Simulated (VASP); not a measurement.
# Al (P6_3/mmc) in VASP: notebook

Al is run at these levels: PBE; tasks: single point.

All numbers are computed with VASP 6.6.1; they aren't measurements. Logs are shortened: lines on timing, memory, paths and dates and some standing lists are left out, and cuts for length are marked.

## Step 1: The cell of the first run

It takes space group P6_3/mmc (No. 194, hexagonal). The conventional cell has a = 2.251 Å, b = 2.251 Å, c = 7.315 Å, α = 90.00°, β = 90.00°, γ = 120.00°. Al (site symmetry -3m) has 12 Al at 2.24 to 2.25 Å within 3.0 Å. Al (site symmetry -6m2) has 12 Al at 2.24 to 2.25 Å within 3.0 Å.

## Step 2: Single point, PBE

INCAR

```
SYSTEM = Al
PREC = Accurate ; ENCUT = 520
EDIFF = 1E-6 ; ISMEAR = -1
SIGMA = 0.05 ; LREAL = .FALSE.
LASPH = .TRUE. ; NELM = 60
ALGO = Normal ; ISIF = 2
LWAVE = .FALSE. ; LCHARG = .FALSE.
GGA = PE ; NBANDS = 14
```

KPOINTS

```
regular mesh
0
G
  10 10 7
  0 0 0
```

POSCAR

```
Al
1.0
    2.2513122257      0.0000000000      0.0000000000
   -1.1256561128      1.9496935793      0.0000000000
    0.0000000000      0.0000000000      7.3148510887
Al
4
Direct
    0.0000000000      0.0000000000      0.0000000000
    0.0000000000      0.0000000000      0.5000000000
    0.3333333333      0.6666666667      0.2500000000
    0.6666666667      0.3333333333      0.7500000000
```

Potentials or basis: VASP PAW PBE potentials, release 64 (Al).

Launch:

```bash
cat potpaw_PBE.64/Al/POTCAR > POTCAR
mpirun -np 1 vasp_std > vasp.out
```

OUTCAR:

```text
SYSTEM = Al
   PREC = Accurate
   ENCUT = 520
   EDIFF = 1E-6
   ISMEAR = -1
   LREAL = .FALSE.
   LASPH = .TRUE.
   NELM = 60
   ISIF = 2
   GGA = PE

 ion  position               nearest neighbor table
   1  0.000  0.000  0.000-   3 2.24   4 2.24   3 2.24   4 2.24   4 2.24   3 2.24   4 3.18   3 3.18
                             3 3.18   4 3.18   3 3.18   4 3.18
   2  0.000  0.000  0.500-   3 2.24   4 2.24   3 2.24   4 2.24   4 2.24   3 2.24   4 3.18   3 3.18
                             3 3.18   4 3.18   3 3.18   4 3.18
   3  0.333  0.667  0.250-   1 2.24   2 2.24   1 2.24   2 2.24   1 2.24   2 2.24   1 3.18   2 3.18
                             1 3.18   2 3.18   1 3.18   2 3.18
   4  0.667  0.333  0.750-   1 2.24   2 2.24   1 2.24   2 2.24   1 2.24   2 2.24   1 3.18   2 3.18
                             1 3.18   2 3.18   1 3.18   2 3.18

  LATTYP: Found a hexagonal cell.
 ALAT       =     2.2513122257
 C/A-ratio  =     3.2491499869

  Lattice vectors:

 A1 = (   2.2513122257,   0.0000000000,   0.0000000000)
 A2 = (  -1.1256561128,   1.9496935793,   0.0000000000)
 A3 = (   0.0000000000,   0.0000000000,   7.3148510887)

Analysis of symmetry for initial positions (statically):
=====================================================================
 Subroutine PRICEL returns:
 Original cell was already a primitive cell.

 Routine SETGRP: Setting up the symmetry group for a
 hexagonal supercell.

 Subroutine GETGRP returns: Found 24 space group operations
 (whereof 12 operations were pure point group operations)
 out of a pool of 24 trial point group operations.

The static configuration has the point symmetry D_3d.
 The point group associated with its full space group is D_6h.

Analysis of symmetry for dynamics (positions and initial velocities):
=====================================================================
 Subroutine PRICEL returns:
 Original cell was already a primitive cell.

 Routine SETGRP: Setting up the symmetry group for a
 hexagonal supercell.

 Subroutine GETGRP returns: Found 24 space group operations
 (whereof 12 operations were pure point group operations)
 out of a pool of 24 trial point group operations.

The dynamic configuration has the point symmetry D_3d.
 The point group associated with its full space group is D_6h.

 Subroutine INISYM returns: Found 24 space group operations
 (whereof 12 operations are pure point group operations),
 and found     1 'primitive' translations

----------------------------------------------------------------------------------------

                                     Primitive cell

  volume of cell :      32.1076

  direct lattice vectors                    reciprocal lattice vectors
     2.251312226  0.000000000  0.000000000     0.444185390  0.256450555  0.000000000
    -1.125656113  1.949693579  0.000000000     0.000000000  0.512901109  0.000000000
     0.000000000  0.000000000  7.314851089     0.000000000  0.000000000  0.136708183

  length of vectors
     2.251312226  2.251312226  7.314851089     0.512901109  0.512901109  0.136708183

  position of ions in fractional coordinates (direct lattice)
     0.000000000  0.000000000  0.000000000
     0.000000000  0.000000000  0.500000000
     0.333333333  0.666666667  0.250000000
     0.666666667  0.333333333  0.750000000

  ion indices of the primitive-cell ions
   primitive index   ion index
                 1           1
                 2           2
                 3           3
                 4           4

----------------------------------------------------------------------------------------

 KPOINTS: regular mesh

Automatic generation of k-mesh.
 Grid dimensions read from file:
 generate k-points for:   10   10    7

 Generating k-lattice:

  Cartesian coordinates                     Fractional coordinates (reciprocal lattice)
     0.044418539  0.025645055  0.000000000     0.100000000  0.000000000  0.000000000
     0.000000000  0.051290111  0.000000000     0.000000000  0.100000000  0.000000000
     0.000000000  0.000000000  0.019529740     0.000000000  0.000000000  0.142857143

  Length of vectors
     0.051290111  0.051290111  0.019529740

  Shift w.r.t. Gamma in fractional coordinates (k-lattice)
     0.000000000  0.000000000  0.000000000

 Subroutine IBZKPT returns following result:
 ===========================================

 Found     56 irreducible k-points:

 Following reciprocal coordinates:
            Coordinates               Weight
  0.000000  0.000000  0.000000      1.000000
  0.100000 -0.000000  0.000000      6.000000
  0.200000 -0.000000  0.000000      6.000000
  0.300000  0.000000  0.000000      6.000000
  0.400000 -0.000000  0.000000      6.000000
  0.500000 -0.000000  0.000000      3.000000
[... 16 lines left out ...]
  0.300000  0.100000  0.142857     24.000000
  0.400000  0.100000  0.142857     24.000000
 [... further k-points ...]
   k-points           NKPTS =     56   k-points in BZ     NKDIM =     56   number of bands    NBANDS=     14
   number of dos      NEDOS =    301   number of ions     NIONS =      4
   total plane-waves  NPLWV =  17496
   dimension x,y,z NGX =    18 NGY =   18 NGZ =   54
   dimension x,y,z NGXF=    36 NGYF=   36 NGZF=  108
   ions per type =               4
   NGX,Y,Z   is equivalent  to a cutoff of  13.29, 13.29, 12.27 a.u.
   NGXF,Y,Z  is equivalent  to a cutoff of  26.58, 26.58, 24.55 a.u.
 SYSTEM =  Al
   PREC   = accura    normal or accurate (medium, high low for compatibility)
   ISTART =      0    job   : 0-new  1-cont  2-samecut
   ICHARG =      2    charge: 1-file 2-atom 10-const
   ISPIN  =      1    spin polarized calculation?
   LNONCOLLINEAR =      F non collinear calculations
   LSORBIT =      F    spin-orbit coupling
   LASPH  =      T    aspherical Exc in radial PAW
   ENCUT  =  520.0 eV  38.22 Ry    6.18 a.u.   4.19  4.19 13.60*2*pi/ulx,y,z
   NELM   =     60;   NELMIN=  2; NELMDL= -5     # of ELM steps
   EDIFF  = 0.1E-05   stopping-criterion for ELM
   LREAL  =      F    real-space projection
   EDIFFG = 0.1E-04   stopping-criterion for IOM
   NSW    =      0    number of steps for IOM
   IBRION =     -1    ionic relax: 0-MD 1-quasi-New 2-CG
   NFREE  =      0    steps in history (QN), initial steepest desc. (CG)
   ISIF   =      2    stress and relaxation
   ISYM   =      2    0-nonsym 1-usesym 2-fastsym
   POTIM  = 0.5000    time-step for ionic-motion
   TEBEG  =    0.0;   TEEND  =   0.0 temperature during run
   PSTRESS=    0.0 pullay stress
   NELECT =      12.0000    total number of electrons
   NUPDOWN=      -1.0000    fix difference up-down
   EMIN   =  10.00;   EMAX   =-10.00  energy-range for DOS
   EFERMI =   0.00;   METHOD = LEGACY
   ISMEAR =    -1;   SIGMA  =   0.05  broadening in eV -4-tet -1-fermi 0-gaus
   EFERMI_NEDOS =   21; number of points for ismear=-14 and -15
   IALGO  =     38    algorithm
   IMIX   =      4    mixing-type and parameters
     AMIX     =   0.40;   BMIX     =  1.00
     AMIX_MAG =   1.60;   BMIX_MAG =  1.00
  volume/ion in A,a.u.               =       8.03        54.17
  Fermi-wavevector in a.u.,A,eV,Ry     =   1.179232  2.228426 18.920111  1.390589
  Thomas-Fermi vector in A             =   2.315547
   LORBIT       =      0    0 simple, 1 ext, 2 COOP (PROOUT), +10 PAW based schemes
   GGA     = PE    functional components
   LHFCALC =     F    Hartree Fock is set to
   AEXX    =    0.0000 exact exchange contribution
   IVDW    =     0    specifies the selected vdW correction
   LEPSILON=     F    determine dielectric tensor
   LRPA    =     F    only Hartree local field effects (RPA)
 non-spin polarized calculation
  energy-cutoff  :      520.00
  volume of cell :       32.11
 maximum number of plane-waves:       878
 NGX is ok and might be reduce to    18
   NGX =  9   NGY =  9   NGZ = 27

 number of electron      12.0000000 magnetization

 Free energy of the ion-electron system (eV)
  ---------------------------------------------------
  ext. energy  EPLUGINS =         0.00000000
  ---------------------------------------------------
  free energy    TOTEN  =        -0.36173974 eV

  energy without entropy =       -0.35013904  energy(sigma->0) =       -0.35593939

 E-fermi :  17.7373     XC(G=0): -13.1527

 val. band max:       17.7319068111   @ k =   0.0000   0.0000   0.4286
 cond. band min:      17.7686851512   @ k =   0.3000   0.1000   0.0000
 fundamental gap:      0.0367783401
 Fermi energy:        17.7373120717

 k-point     1 :       0.0000    0.0000    0.0000
  band No.  band energies     occupation
      1       1.0330      2.00000
      2       3.7159      2.00000
      3       3.7417      2.00000
      4      10.3851      2.00000
      5      12.4454      2.00000
      6      23.1257      0.00000
      7      23.1826      0.00000
      8      33.2700      0.00000
      9      33.2700      0.00000
     10      34.2786      0.00000
     11      34.2786      0.00000
     12      34.2795      0.00000
     13      34.2795      0.00000
     14      35.0455      0.00000

 k-point     2 :       0.1000   -0.0000    0.0000
  band No.  band energies     occupation
      1       1.4194      2.00000
      2       4.0865      2.00000
      3       4.1122      2.00000
      4      10.6985      2.00000
      5      12.7887      2.00000
      6      23.2837      0.00000
      7      23.3944      0.00000
      8      29.2415      0.00000
      9      30.4893      0.00000
     10      30.6956      0.00000
     11      31.9901      0.00000
     12      33.1549      0.00000
     13      33.4966      0.00000
     14      33.5219      0.00000
[... 343 lines left out ...]
      1       5.9332      2.00000
      2       7.7273      2.00000
      3       9.1187      2.00000
      4      13.8051      2.00000
      5      15.6185      2.00000
      6      17.7077      1.28796
      7      18.5346      0.00000
      8      19.2957      0.00000
      9      22.4596      0.00000
     10      23.6619      0.00000
     11      25.2687      0.00000
     12      27.1592      0.00000
     13      27.5485      0.00000
     14      29.9410      0.00000

 k-point    24 :       0.4000    0.1000    0.1429
  band No.  band energies     occupation
      1       8.7150      2.00000
      2      10.3537      2.00000
      3      11.4687      2.00000
      4      12.3830      2.00000
      5      14.2671      2.00000
      6      15.4434      2.00000
      7      16.6829      2.00000
      8      19.4223      0.00000
      9      20.0048      0.00000
     10      21.6941      0.00000
     11      24.5954      0.00000
     12      26.5753      0.00000
     13      27.3222      0.00000
     14      29.5043      0.00000

 [... further k-points ...]
[... 5 lines left out ...]
  --------------------------------------------------------------------------------------
  -------------------------------------------------------------------------------------
  Total       50.6025563     50.6025563     50.6256502      0.0000000      0.0000000      0.0000000
  in kB     2525.0818408   2525.0818408   2526.2342295      0.0000001      0.0000000      0.0000000
  external PRESSURE =    2525.4659704 kB  Pullay stress =       0.0000000 kB

 VOLUME and BASIS-vectors are now :
 -----------------------------------------------------------------------------
  energy-cutoff  :      520.00
  volume of cell :       32.11
      direct lattice vectors                 reciprocal lattice vectors
     2.251312226  0.000000000  0.000000000     0.444185390  0.256450555  0.000000000
    -1.125656113  1.949693579  0.000000000     0.000000000  0.512901109  0.000000000
     0.000000000  0.000000000  7.314851089     0.000000000  0.000000000  0.136708183

 POSITION                                       TOTAL-FORCE (eV/Angst)
 -----------------------------------------------------------------------------------
      0.00000      0.00000      0.00000        -0.000000      0.000000     -0.000000
      0.00000      0.00000      3.65743        -0.000000      0.000000     -0.000000
     -0.00000      1.29980      1.82871        -0.000000      0.000000      0.000000
      1.12566      0.64990      5.48614         0.000000     -0.000000     -0.000000
 -----------------------------------------------------------------------------------
    total drift:                               -0.000000      0.000000     -0.000000

  FREE ENERGIE OF THE ION-ELECTRON SYSTEM (eV)
  ---------------------------------------------------
  free  energy   TOTEN  =        -0.3617397389 eV

  energy  without entropy=       -0.3501390424  energy(sigma->0) =       -0.35593939
```

Wall time 25 s (1 thread of Intel Xeon Platinum 8488C (Sapphire Rapids), shared host); peak memory 0.14 GiB.

Results:

- Free energy: -0.3617 eV
- Pressure: 252.5 GPa
- Band gap on the k mesh: zero (band 6 reaches 23.36 eV, above the bottom of band 7 at 16.00 eV)

(Continued in part 2 of 2.)
